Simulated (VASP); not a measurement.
# TiSi2 (Immm) in VASP: further runs, part 2 of 2

VASP 6.6.1. The steps go on from the part before.

## (5) Single point, PBE

Contents of INCAR:

```
SYSTEM = TiSi2
PREC = Accurate
ENCUT = 520
EDIFF = 1E-7
ISMEAR = 1
SIGMA = 0.27211386245988
LREAL = .FALSE.
LASPH = .TRUE.
NELM = 100
ALGO = Normal
ISIF = 2
LWAVE = .FALSE.
LCHARG = .FALSE.
GGA = PE
NBANDS = 17
```

Contents of KPOINTS:

```
Automatic mesh
0
G
  6 6 6
  0 0 0
```

Contents of POSCAR:

```
TiSi2
1.0
   -1.4728720000      1.7121300000      4.2120830000
    1.4728720000     -1.7121300000      4.2120830000
    1.4728720000      1.7121300000     -4.2120830000
Ti Si
1 2
Direct
    0.0000000000      0.0000000000      0.0000000000
    0.3299220000      0.3299220000      0.0000000000
    0.6700780000      0.6700780000      0.0000000000
```

Potentials or basis: VASP PAW PBE potentials, release 64 (Ti_sv, Si).

Command:

```bash
$ cat potpaw_PBE.64/Ti_sv/POTCAR potpaw_PBE.64/Si/POTCAR > POTCAR
$ mpirun -np 1 vasp_std > vasp.out
```

OUTCAR:

```text
SYSTEM = TiSi2
   PREC = Accurate
   ENCUT = 520
   EDIFF = 1E-7
   ISMEAR = 1
   LREAL = .FALSE.
   LASPH = .TRUE.
   NELM = 100
   ISIF = 2
   GGA = PE

 ion  position               nearest neighbor table
   1  0.000  0.000  0.000-   3 2.67   3 2.67   3 2.67   2 2.67   3 2.67   2 2.67   2 2.67   2 2.67
                             2 2.78   3 2.78
   2  0.330  0.330  0.000-   3 2.63   3 2.63   3 2.63   3 2.63   1 2.67   1 2.67   1 2.67   1 2.67
                             1 2.78   3 2.87
   3  0.670  0.670  0.000-   2 2.63   2 2.63   2 2.63   2 2.63   1 2.67   1 2.67   1 2.67   1 2.67
                             1 2.78   2 2.87

  LATTYP: Found a body centered orthorhombic cell.
 ALAT       =     2.9457440000
 B/A-ratio  =     1.1624431723
 C/A-ratio  =     2.8597753233

  Lattice vectors:

 A1 = (  -1.4728720000,   1.7121300000,   4.2120830000)
 A2 = (   1.4728720000,  -1.7121300000,   4.2120830000)
 A3 = (   1.4728720000,   1.7121300000,  -4.2120830000)

Analysis of symmetry for initial positions (statically):
=====================================================================
 Subroutine PRICEL returns:
 Original cell was already a primitive cell.

 Routine SETGRP: Setting up the symmetry group for a
 body centered orthorhombic supercell.

 Subroutine GETGRP returns: Found  8 space group operations
 (whereof  8 operations were pure point group operations)
 out of a pool of  8 trial point group operations.

The static configuration has the point symmetry D_2h.

Analysis of symmetry for dynamics (positions and initial velocities):
=====================================================================
 Subroutine PRICEL returns:
 Original cell was already a primitive cell.

 Routine SETGRP: Setting up the symmetry group for a
 body centered orthorhombic supercell.

 Subroutine GETGRP returns: Found  8 space group operations
 (whereof  8 operations were pure point group operations)
 out of a pool of  8 trial point group operations.

The dynamic configuration has the point symmetry D_2h.

 Subroutine INISYM returns: Found  8 space group operations
 (whereof  8 operations are pure point group operations),
 and found     1 'primitive' translations

----------------------------------------------------------------------------------------

                                     Primitive cell

  volume of cell :      42.4873

  direct lattice vectors                    reciprocal lattice vectors
    -1.472872000  1.712130000  4.212083000     0.000000000  0.292033899  0.118706113
     1.472872000 -1.712130000  4.212083000     0.339472812  0.000000000  0.118706113
     1.472872000  1.712130000 -4.212083000     0.339472812  0.292033899  0.000000000

  length of vectors
     4.779370698  4.779370698  4.779370698     0.315237909  0.359628880  0.447800836

  position of ions in fractional coordinates (direct lattice)
     0.000000000  0.000000000  0.000000000
     0.329922000  0.329922000  0.000000000
     0.670078000  0.670078000  0.000000000

  ion indices of the primitive-cell ions
   primitive index   ion index
                 1           1
                 2           2
                 3           3

----------------------------------------------------------------------------------------

 KPOINTS: Automatic mesh
[... 24 lines left out ...]
            Coordinates               Weight
  0.000000  0.000000  0.000000      1.000000
  0.166667 -0.000000  0.000000      4.000000
  0.333333  0.000000  0.000000      4.000000
  0.500000  0.000000 -0.000000      2.000000
  0.000000  0.166667 -0.000000      4.000000
  0.166667  0.166667 -0.000000      8.000000
[... 16 lines left out ...]
 -0.166667  0.166667  0.166667      2.000000
  0.166667  0.333333  0.166667      4.000000
 [... further k-points ...]
   k-points           NKPTS =     46   k-points in BZ     NKDIM =     46   number of bands    NBANDS=     17
   number of dos      NEDOS =    301   number of ions     NIONS =      3
   total plane-waves  NPLWV =  46656
   dimension x,y,z NGX =    36 NGY =   36 NGZ =   36
   dimension x,y,z NGXF=    72 NGYF=   72 NGZF=   72
   ions per type =               1   2
   NGX,Y,Z   is equivalent  to a cutoff of  12.52, 12.52, 12.52 a.u.
   NGXF,Y,Z  is equivalent  to a cutoff of  25.04, 25.04, 25.04 a.u.
 SYSTEM =  TiSi2
   PREC   = accura    normal or accurate (medium, high low for compatibility)
   ISTART =      0    job   : 0-new  1-cont  2-samecut
   ICHARG =      2    charge: 1-file 2-atom 10-const
   ISPIN  =      1    spin polarized calculation?
   LNONCOLLINEAR =      F non collinear calculations
   LSORBIT =      F    spin-orbit coupling
   LASPH  =      T    aspherical Exc in radial PAW
   ENCUT  =  520.0 eV  38.22 Ry    6.18 a.u.   8.89  8.89  8.89*2*pi/ulx,y,z
   NELM   =    100;   NELMIN=  2; NELMDL= -5     # of ELM steps
   EDIFF  = 0.1E-06   stopping-criterion for ELM
   LREAL  =      F    real-space projection
   EDIFFG = 0.1E-05   stopping-criterion for IOM
   NSW    =      0    number of steps for IOM
   IBRION =     -1    ionic relax: 0-MD 1-quasi-New 2-CG
   NFREE  =      0    steps in history (QN), initial steepest desc. (CG)
   ISIF   =      2    stress and relaxation
   ISYM   =      2    0-nonsym 1-usesym 2-fastsym
   POTIM  = 0.5000    time-step for ionic-motion
   TEBEG  =    0.0;   TEEND  =   0.0 temperature during run
   PSTRESS=    0.0 pullay stress
   NELECT =      20.0000    total number of electrons
   NUPDOWN=      -1.0000    fix difference up-down
   EMIN   =  10.00;   EMAX   =-10.00  energy-range for DOS
   EFERMI =   0.00;   METHOD = LEGACY
   ISMEAR =     1;   SIGMA  =   0.27  broadening in eV -4-tet -1-fermi 0-gaus
   EFERMI_NEDOS =   21; number of points for ismear=-14 and -15
   IALGO  =     38    algorithm
   IMIX   =      4    mixing-type and parameters
     AMIX     =   0.40;   BMIX     =  1.00
     AMIX_MAG =   1.60;   BMIX_MAG =  1.00
  volume/ion in A,a.u.               =      14.16        95.57
  Fermi-wavevector in a.u.,A,eV,Ry     =   1.273499  2.406564 22.065925  1.621800
  Thomas-Fermi vector in A             =   2.406319
   LORBIT       =      0    0 simple, 1 ext, 2 COOP (PROOUT), +10 PAW based schemes
   GGA     = PE    functional components
   LHFCALC =     F    Hartree Fock is set to
   AEXX    =    0.0000 exact exchange contribution
   IVDW    =     0    specifies the selected vdW correction
   LEPSILON=     F    determine dielectric tensor
   LRPA    =     F    only Hartree local field effects (RPA)
 non-spin polarized calculation
 Methfessel and Paxton  Order N= 1 SIGMA  =   0.27
  energy-cutoff  :      520.00
  volume of cell :       42.49
 maximum number of plane-waves:      1170
   NGX = 17   NGY = 17   NGZ = 17

 number of electron      19.9999998 magnetization

 Free energy of the ion-electron system (eV)
  ---------------------------------------------------
  ext. energy  EPLUGINS =         0.00000000
  ---------------------------------------------------
  free energy    TOTEN  =       -19.84544756 eV

  energy without entropy =      -19.84814487  energy(sigma->0) =      -19.84634666

 E-fermi :   9.9021     XC(G=0): -11.6941

 val. band max:        9.8878551245   @ k =  -0.3333   0.5000   0.1667
 cond. band min:       9.9543973702   @ k =   0.3333   0.1667   0.0000
 fundamental gap:      0.0665422458
 Fermi energy:         9.9020869814

 k-point     1 :       0.0000    0.0000    0.0000
  band No.  band energies     occupation
      1     -46.3097      2.00000
      2     -22.6340      2.00000
      3     -22.6241      2.00000
      4     -22.3599      2.00000
      5      -2.5507      2.00000
      6       5.2417      2.00000
[... 457 lines left out ...]
      4     -22.5781      2.00000
      5       2.5934      2.00000
      6       3.2325      2.00000
[... 9 lines left out ...]
     16      15.1009     -0.00000
     17      16.0939      0.00000

 [... further k-points ...]

------------------------ aborting loop because EDIFF is reached ----------------------------------------

  FORCE on cell =-STRESS in cart. coord.  units (eV):
  Direction    XX          YY          ZZ          XY          YZ          ZX
  --------------------------------------------------------------------------------------
  -------------------------------------------------------------------------------------
  Total        0.8043616     -0.2428219     -0.2665749      0.0000000      0.0000000      0.0000000
  in kB       30.3321544     -9.1567153    -10.0524342      0.0000000      0.0000000      0.0000000
  external PRESSURE =       3.7076683 kB  Pullay stress =       0.0000000 kB

 VOLUME and BASIS-vectors are now :
 -----------------------------------------------------------------------------
  energy-cutoff  :      520.00
  volume of cell :       42.49
      direct lattice vectors                 reciprocal lattice vectors
    -1.472872000  1.712130000  4.212083000     0.000000000  0.292033899  0.118706113
     1.472872000 -1.712130000  4.212083000     0.339472812  0.000000000  0.118706113
     1.472872000  1.712130000 -4.212083000     0.339472812  0.292033899  0.000000000

 POSITION                                       TOTAL-FORCE (eV/Angst)
 -----------------------------------------------------------------------------------
      0.00000      0.00000      0.00000        -0.000000      0.000000      0.000000
      0.00000      0.00000      2.77932         0.000000     -0.000000     -0.165971
      0.00000      0.00000      5.64485        -0.000000      0.000000      0.165971
 -----------------------------------------------------------------------------------
    total drift:                               -0.000000      0.000000     -0.000000

  FREE ENERGIE OF THE ION-ELECTRON SYSTEM (eV)
  ---------------------------------------------------
  free  energy   TOTEN  =       -19.8454475607 eV

  energy  without entropy=      -19.8481448736  energy(sigma->0) =      -19.84634666
```

Run time: 22 s. Hardware: 1 thread of Intel Xeon 6975P-C (Granite Rapids), shared host; peak memory 0.21 GiB.

Results:

```
Free energy            : -19.8454 eV
Pressure               : 0.4 GPa
Largest force          : 0.166 eV/Å
Band gap on the k mesh : zero (band 10 reaches 11.28 eV, above the bottom of band 11 at 9.17 eV)
```

Forces in eV/Å, atoms in the order of the input:
```
Ti   0.000  0.000  0.000
Si   0.000  0.000 -0.166
Si   0.000  0.000  0.166
```

Caveat: the k points lie up to 0.47 Å⁻¹ apart.

## (6) Overview

```csv
level,smearing,gap on the mesh (eV),pressure (GPa),largest force (eV/Å)
RPBE,gaussian 0.1 eV,none,2.6,0.22
PBE,gaussian 0.1 eV,none,0.4,0.17
PBE,methfessel-paxton 0.272114 eV,none,0.4,0.17
```

Alike in all rows: task single point; potentials or basis VASP PAW PBE potentials, release 64 (Ti_sv, Si); no spin polarisation; cell as given; k mesh 6 × 6 × 6; cutoff (eV) 520.

Caveats: all runs use coarse meshes; the PAW data sets were made with another functional, which shifts forces and pressure a little (some runs).

Absolute energies hang on the potentials; compare differences alone.
